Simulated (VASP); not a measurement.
# CoSn (P6/mmm) in VASP: single point with r2SCAN

Aim: the single point of CoSn with r2SCAN.

Program: VASP 6.6.1. These are calculated values, not measurements. Logs are shortened: lines on timing, memory, paths and dates and some standing lists are left out, and cuts for length are marked.

**1. The cell of the first run**

The structure is hexagonal, space group P6/mmm (No. 191). Conventional cell: a = 5.242 Å, b = 5.242 Å, c = 4.187 Å, α = 90.00°, β = 90.00°, γ = 120.00°. Within 3.4 Å of Co (site symmetry mmm) lie 6 Sn at 2.58 to 2.62 Å and 4 Co at 2.62 Å. Within 3.4 Å of Sn (site symmetry -6m2) lie 6 Co at 2.58 Å and 3 Sn at 3.03 Å. Sn (site symmetry 6/mmm) has 6 Co at 2.62 Å within 3.5 Å.

**2. Single point, r2SCAN**

POSCAR

```
CoSn
1.0
    5.2420607972      0.0000000000      0.0000000000
   -2.6210303986      4.5397578186      0.0000000000
    0.0000000000      0.0000000000      4.1867343745
Co Sn
3 3
Direct
    0.0000000000      0.5000000000      0.0000000000
    0.5000000000      0.5000000000      0.0000000000
    0.5000000000      0.0000000000      0.0000000000
    0.6666666667      0.3333333333      0.5000000000
    0.3333333333      0.6666666667      0.5000000000
    0.0000000000      0.0000000000      0.0000000000
```

INCAR.step1

```
ALGO     = Normal         # electronic algorithm
EDIFF    = 1E-4           # SCF threshold, eV
ENCUT    = 520            # plane-wave cutoff, eV
GGA      = PE             # functional
ISMEAR   = 0              # smearing method
LASPH    = True           # aspherical terms in the spheres
LCHARG   = False          # write CHGCAR
LREAL    = False          # projectors in reciprocal space
LWAVE    = True           # write WAVECAR
NBANDS   = 44             # bands
NELM     = 100            # most SCF steps
PREC     = Accurate       # precision mode
SIGMA    = 0.1            # smearing width, eV
```

INCAR.step2

```
ALGO     = Normal         # electronic algorithm
EDIFF    = 1E-6           # SCF threshold, eV
ENCUT    = 520            # plane-wave cutoff, eV
ISIF     = 2              # what is computed and relaxed
ISMEAR   = 0              # smearing method
ISTART   = 1            
LASPH    = True           # aspherical terms in the spheres
LCHARG   = False          # write CHGCAR
LMIXTAU  = True         
LREAL    = False          # projectors in reciprocal space
LWAVE    = False          # write WAVECAR
METAGGA  = R2SCAN         # meta-GGA
NBANDS   = 44             # bands
NELM     = 100            # most SCF steps
PREC     = Accurate       # precision mode
SIGMA    = 0.1            # smearing width, eV
```

KPOINTS

```
k-points
0
Gamma
  9 9 10
```

Potentials or basis: VASP PAW PBE potentials, release 64 (Co, Sn_d).

Started as:

```sh
$ cat potpaw_PBE.64/Co/POTCAR potpaw_PBE.64/Sn_d/POTCAR > POTCAR
$ cp INCAR.step1 INCAR
$ mpirun -np 1 vasp_std > vasp.out
$ cp INCAR.step2 INCAR
$ mpirun -np 1 vasp_std > vasp.out
```

OUTCAR:

```text
EDIFF = 1E-6
   ENCUT = 520
   ISIF = 2
   ISMEAR = 0
   ISTART = 1
   LASPH = True
   LREAL = False
   METAGGA = R2SCAN
   NELM = 100
   PREC = Accurate

 ion  position               nearest neighbor table
   1  0.000  0.500  0.000-   4 2.58   5 2.58   4 2.58   5 2.58   2 2.62   2 2.62   6 2.62   6 2.62
                             3 2.62   3 2.62
   2  0.500  0.500  0.000-   4 2.58   5 2.58   4 2.58   5 2.58   1 2.62   1 2.62   6 2.62   3 2.62
                             3 2.62   6 2.62
   3  0.500  0.000  0.000-   4 2.58   5 2.58   4 2.58   5 2.58   6 2.62   6 2.62   1 2.62   2 2.62
                             2 2.62   1 2.62
   4  0.667  0.333  0.500-   1 2.58   1 2.58   3 2.58   3 2.58   2 2.58   2 2.58   5 3.03   5 3.03
                             5 3.03   6 3.68   6 3.68   6 3.68   6 3.68   6 3.68   6 3.68
   5  0.333  0.667  0.500-   1 2.58   1 2.58   3 2.58   3 2.58   2 2.58   2 2.58   4 3.03   4 3.03
                             4 3.03   6 3.68   6 3.68   6 3.68   6 3.68   6 3.68   6 3.68
   6  0.000  0.000  0.000-   3 2.62   3 2.62   1 2.62   1 2.62   2 2.62   2 2.62   5 3.68   4 3.68
                             5 3.68   4 3.68   4 3.68   5 3.68   5 3.68   4 3.68   5 3.68   5 3.68

  LATTYP: Found a hexagonal cell.
 ALAT       =     5.2420607972
 C/A-ratio  =     0.7986810028

  Lattice vectors:

 A1 = (   5.2420607972,   0.0000000000,   0.0000000000)
 A2 = (  -2.6210303986,   4.5397578186,   0.0000000000)
 A3 = (   0.0000000000,   0.0000000000,   4.1867343745)

Analysis of symmetry for initial positions (statically):
=====================================================================
 Subroutine PRICEL returns:
 Original cell was already a primitive cell.

 Routine SETGRP: Setting up the symmetry group for a
 hexagonal supercell.

 Subroutine GETGRP returns: Found 24 space group operations
 (whereof 24 operations were pure point group operations)
 out of a pool of 24 trial point group operations.

The static configuration has the point symmetry D_6h.

Analysis of symmetry for dynamics (positions and initial velocities):
=====================================================================
 Subroutine PRICEL returns:
 Original cell was already a primitive cell.

 Routine SETGRP: Setting up the symmetry group for a
 hexagonal supercell.

 Subroutine GETGRP returns: Found 24 space group operations
 (whereof 24 operations were pure point group operations)
 out of a pool of 24 trial point group operations.

The dynamic configuration has the point symmetry D_6h.

 Subroutine INISYM returns: Found 24 space group operations
 (whereof 24 operations are pure point group operations),
 and found     1 'primitive' translations

----------------------------------------------------------------------------------------

                                     Primitive cell

  volume of cell :      99.6346

  direct lattice vectors                    reciprocal lattice vectors
     5.242060797  0.000000000  0.000000000     0.190764670  0.110138034  0.000000000
    -2.621030399  4.539757819  0.000000000     0.000000000  0.220276068  0.000000000
     0.000000000  0.000000000  4.186734375     0.000000000  0.000000000  0.238849640

  length of vectors
     5.242060797  5.242060797  4.186734375     0.220276068  0.220276068  0.238849640

  position of ions in fractional coordinates (direct lattice)
     0.000000000  0.500000000  0.000000000
     0.500000000  0.500000000  0.000000000
     0.500000000  0.000000000  0.000000000
     0.666666667  0.333333333  0.500000000
     0.333333333  0.666666667  0.500000000
     0.000000000  0.000000000  0.000000000

  ion indices of the primitive-cell ions
   primitive index   ion index
                 1           1
                 2           2
                 3           3
                 4           4
                 5           5
                 6           6

----------------------------------------------------------------------------------------

 KPOINTS: k-points

Automatic generation of k-mesh.
 Grid dimensions read from file:
 generate k-points for:    9    9   10

 Generating k-lattice:

  Cartesian coordinates                     Fractional coordinates (reciprocal lattice)
     0.021196074  0.012237559  0.000000000     0.111111111  0.000000000  0.000000000
     0.000000000  0.024475119  0.000000000     0.000000000  0.111111111  0.000000000
     0.000000000  0.000000000  0.023884964     0.000000000  0.000000000  0.100000000

  Length of vectors
     0.024475119  0.024475119  0.023884964

  Shift w.r.t. Gamma in fractional coordinates (k-lattice)
     0.000000000  0.000000000  0.000000000

 Subroutine IBZKPT returns following result:
 ===========================================

 Found     72 irreducible k-points:

 Following reciprocal coordinates:
            Coordinates               Weight
  0.000000  0.000000  0.000000      1.000000
  0.111111  0.000000  0.000000      6.000000
  0.222222 -0.000000  0.000000      6.000000
  0.333333  0.000000  0.000000      6.000000
  0.444444 -0.000000  0.000000      6.000000
  0.111111  0.111111  0.000000      6.000000
[... 16 lines left out ...]
  0.333333  0.222222  0.100000     24.000000
  0.333333  0.333333  0.100000      4.000000
 [... further k-points ...]
   k-points           NKPTS =     72   k-points in BZ     NKDIM =     72   number of bands    NBANDS=     44
   number of dos      NEDOS =    301   number of ions     NIONS =      6
   total plane-waves  NPLWV =  51200
   dimension x,y,z NGX =    40 NGY =   40 NGZ =   32
   dimension x,y,z NGXF=    80 NGYF=   80 NGZF=   64
   ions per type =               3   3
   NGX,Y,Z   is equivalent  to a cutoff of  12.69, 12.69, 12.71 a.u.
   NGXF,Y,Z  is equivalent  to a cutoff of  25.37, 25.37, 25.41 a.u.
 SYSTEM =  unknown system
   PREC   = accura    normal or accurate (medium, high low for compatibility)
   ISTART =      1    job   : 0-new  1-cont  2-samecut
   ICHARG =      0    charge: 1-file 2-atom 10-const
   ISPIN  =      1    spin polarized calculation?
   LNONCOLLINEAR =      F non collinear calculations
   LSORBIT =      F    spin-orbit coupling
   LASPH  =      T    aspherical Exc in radial PAW
   ENCUT  =  520.0 eV  38.22 Ry    6.18 a.u.   9.75  9.75  7.78*2*pi/ulx,y,z
   NELM   =    100;   NELMIN=  2; NELMDL=  0     # of ELM steps
   EDIFF  = 0.1E-05   stopping-criterion for ELM
   LREAL  =      F    real-space projection
   EDIFFG = 0.1E-04   stopping-criterion for IOM
   NSW    =      0    number of steps for IOM
   IBRION =     -1    ionic relax: 0-MD 1-quasi-New 2-CG
   NFREE  =      0    steps in history (QN), initial steepest desc. (CG)
   ISIF   =      2    stress and relaxation
   ISYM   =      2    0-nonsym 1-usesym 2-fastsym
   POTIM  = 0.5000    time-step for ionic-motion
   TEBEG  =    0.0;   TEEND  =   0.0 temperature during run
   PSTRESS=    0.0 pullay stress
   NELECT =      69.0000    total number of electrons
   NUPDOWN=      -1.0000    fix difference up-down
   EMIN   =  10.00;   EMAX   =-10.00  energy-range for DOS
   EFERMI =   0.00;   METHOD = LEGACY
   ISMEAR =     0;   SIGMA  =   0.10  broadening in eV -4-tet -1-fermi 0-gaus
   EFERMI_NEDOS =   21; number of points for ismear=-14 and -15
   IALGO  =     38    algorithm
   IMIX   =      4    mixing-type and parameters
     AMIX     =   0.40;   BMIX     =  1.00
     AMIX_MAG =   1.60;   BMIX_MAG =  1.00
  volume/ion in A,a.u.               =      16.61       112.06
  Fermi-wavevector in a.u.,A,eV,Ry     =   1.448398  2.737075 28.543060  2.097856
  Thomas-Fermi vector in A             =   2.566243
   LORBIT       =      0    0 simple, 1 ext, 2 COOP (PROOUT), +10 PAW based schemes
   METAGGA = R2SCAN    functional components
   LHFCALC =     F    Hartree Fock is set to
   AEXX    =    0.0000 exact exchange contribution
   IVDW    =     0    specifies the selected vdW correction
   LEPSILON=     F    determine dielectric tensor
   LRPA    =     F    only Hartree local field effects (RPA)
 non-spin polarized calculation
 Gauss-broadening in eV      SIGMA  =   0.10
  energy-cutoff  :      520.00
  volume of cell :       99.63
 maximum number of plane-waves:      2703
 NGX is ok and might be reduce to    40
   NGX = 19   NGY = 19   NGZ = 15

 number of electron      69.0000005 magnetization

 Free energy of the ion-electron system (eV)
  ---------------------------------------------------
  ext. energy  EPLUGINS =         0.00000000
  ---------------------------------------------------
  free energy    TOTEN  =      -113.66932745 eV

  energy without entropy =     -113.66090581  energy(sigma->0) =     -113.66511663

 E-fermi :  10.0904     XC(G=0): -12.9043

 val. band max:       10.0846216283   @ k =   0.0000   0.0000   0.5000
 cond. band min:      10.1097670285   @ k =   0.3333   0.2222   0.2000
 fundamental gap:      0.0251454002
 Fermi energy:        10.0903923008

 k-point     1 :       0.0000    0.0000    0.0000
  band No.  band energies     occupation
      1     -12.1529      2.00000
      2     -12.0255      2.00000
      3     -12.0255      2.00000
      4     -11.9770      2.00000
      5     -11.9769      2.00000
      6     -11.8841      2.00000
[... 36 lines left out ...]
     43      16.6005      0.00000
     44      17.0116      0.00000

 k-point     2 :       0.1111    0.0000    0.0000
  band No.  band energies     occupation
      1     -12.1517      2.00000
      2     -12.0267      2.00000
      3     -12.0255      2.00000
      4     -11.9885      2.00000
      5     -11.9837      2.00000
      6     -11.8941      2.00000
[... 36 lines left out ...]
     43      15.9324      0.00000
     44      16.3843      0.00000

 k-point     3 :       0.2222   -0.0000    0.0000
  band No.  band energies     occupation
      1     -12.1490      2.00000
      2     -12.0297      2.00000
      3     -12.0246      2.00000
      4     -12.0120      2.00000
      5     -12.0011      2.00000
      6     -11.9031      2.00000
[... 976 lines left out ...]
     43      16.0961      0.00000
     44      16.7370      0.00000

 k-point    24 :       0.3333    0.3333    0.1000
  band No.  band energies     occupation
      1     -12.1421      2.00000
      2     -12.0817      2.00000
      3     -12.0244      2.00000
      4     -12.0244      2.00000
      5     -11.9601      2.00000
      6     -11.9601      2.00000
[... 36 lines left out ...]
     43      17.0805      0.00000
     44      17.3845      0.00000

 [... further k-points ...]

------------------------ aborting loop because EDIFF is reached ----------------------------------------

  FORCE on cell =-STRESS in cart. coord.  units (eV):
  Direction    XX          YY          ZZ          XY          YZ          ZX
  --------------------------------------------------------------------------------------
  -------------------------------------------------------------------------------------
  Total        0.1784991      0.1784991      0.1294128      0.0000000      0.0000000      0.0000000
  in kB        2.8703612      2.8703612      2.0810268      0.0000000      0.0000000      0.0000000
  external PRESSURE =       2.6072497 kB  Pullay stress =       0.0000000 kB

 VOLUME and BASIS-vectors are now :
 -----------------------------------------------------------------------------
  energy-cutoff  :      520.00
  volume of cell :       99.63
      direct lattice vectors                 reciprocal lattice vectors
     5.242060797  0.000000000  0.000000000     0.190764670  0.110138034  0.000000000
    -2.621030399  4.539757819  0.000000000     0.000000000  0.220276068  0.000000000
     0.000000000  0.000000000  4.186734375     0.000000000  0.000000000  0.238849640

 POSITION                                       TOTAL-FORCE (eV/Angst)
 -----------------------------------------------------------------------------------
     -1.31052      2.26988      0.00000         0.000000      0.000000      0.000000
      1.31052      2.26988      0.00000         0.000000      0.000000      0.000000
      2.62103      0.00000      0.00000         0.000000      0.000000      0.000000
      2.62103      1.51325      2.09337         0.000000      0.000000      0.000000
     -0.00000      3.02651      2.09337        -0.000000      0.000000      0.000000
      0.00000      0.00000      0.00000         0.000000      0.000000      0.000000
 -----------------------------------------------------------------------------------
    total drift:                               -0.000000      0.000000     -0.000000

  FREE ENERGIE OF THE ION-ELECTRON SYSTEM (eV)
  ---------------------------------------------------
  free  energy   TOTEN  =      -113.6693274457 eV

  energy  without entropy=     -113.6609058108  energy(sigma->0) =     -113.66511663
```

Wall time 13 min (1 thread of AMD EPYC 9R45 (Zen 5), shared host); peak memory 0.36 GiB.

What came out:

```
Free energy            : -113.6693 eV
Pressure               : 0.3 GPa
Band gap on the k mesh : zero (an odd number of electrons rules out a gap without spin polarisation)
```

Stress tensor (GPa, compression positive):
```
0.29 0.00 0.00
0.00 0.29 0.00
0.00 0.00 0.21
```

Caveat: the PAW data sets were made with another functional, which shifts forces and pressure a little; spin-orbit coupling is left out, which moves the levels of the heavy elements; the run has no spin polarisation, though such a crystal can be magnetic. Spin polarisation is off, so any magnetic state and its effect on volume and gap are missing.
